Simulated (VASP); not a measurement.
Write the native input for VASP 6.6.1 that does the following.

```yaml
Task: single point
Functional: PBE
Potentials_or_basis: VASP PAW PBE potentials, release 64 (In_d, O)
Cutoff: 520 eV
k_mesh: 9 × 9 × 9
Occupations: fermi-dirac, width 0.0612256 eV
Spin: no spin polarisation
Dipole_correction: no
Further_INCAR_settings: ALGO = Normal; EDIFF = 1e-07; NBANDS = 24
```

The structure of InO3 (ReO3 type) lies in POSCAR:

```
InO3
1.0
    4.1842631586      0.0000000000      0.0000000000
    0.0000000000      4.1842631586      0.0000000000
    0.0000000000      0.0000000000      4.1842631586
In O
1 3
Direct
    0.0000000000      0.0000000000      0.0000000000
    0.5000000000      0.0000000000      0.0000000000
    0.0000000000      0.5000000000      0.0000000000
    0.0000000000      0.0000000000      0.5000000000
```

The input as run:

INCAR

```
PREC = Accurate ; ENCUT = 520
EDIFF = 1E-7 ; ISMEAR = -1
SIGMA = 0.06122561905347299 ; LREAL = F
LASPH = T ; NELM = 80
ALGO = Normal ; ISIF = 2
LWAVE = F ; LCHARG = F
GGA = PE ; NBANDS = 24
```

KPOINTS

```
regular mesh
0
Gamma
  9 9 9
```

Potentials or basis: VASP PAW PBE potentials, release 64 (In_d, O).

The run is started by

```bash
$ cat potpaw_PBE.64/In_d/POTCAR potpaw_PBE.64/O/POTCAR > POTCAR
$ mpirun -np 1 vasp_std > vasp.out
```

It gave:

| Quantity | Value |
| --- | --- |
| Pressure | 1.6 GPa |
| Band gap on the k mesh | zero (an odd number of electrons rules out a gap without spin polarisation) |

Caveat: spin-orbit coupling is left out, which moves the levels of the heavy elements; an odd number of electrons without spin polarisation forces a metal; a magnetic or distorted state may lie lower.

It took 55 s on 1 thread of Intel Xeon 8259CL (shared host), peak memory 0.2 GiB.
